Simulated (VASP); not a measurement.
CaO:

```
Ca O
1.0
     3.98103    0.00000    0.00000
    -1.99051    3.44767    0.00000
     0.00000    0.00000    4.77012
Ca O
2 2
Direct
  0.33333 0.66667 0.25000
  0.66667 0.33333 0.75000
  0.66667 0.33333 0.25000
  0.33333 0.66667 0.75000
```

Base run:

```yaml
Program: VASP 6.6.1
Functional: PBE
Potentials_or_basis: VASP PAW PBE potentials, release 64 (Ca_sv, O)
Cutoff: 520 eV
k_mesh: 6 × 6 × 4
Occupations: gaussian, width 0.01 eV
Spin: no spin polarisation
```

Its results: band gap on the k mesh 3.19 eV; pressure 2.3 GPa.

**Question.** The run is repeated on the same cell with these changes: functional from PBE to r2SCAN. What comes out?

**Answer.** Band gap on the k mesh 3.61 eV; pressure 1.0 GPa.

Caveats: the PAW data sets were made with another functional, which shifts forces and pressure a little (at least some runs).

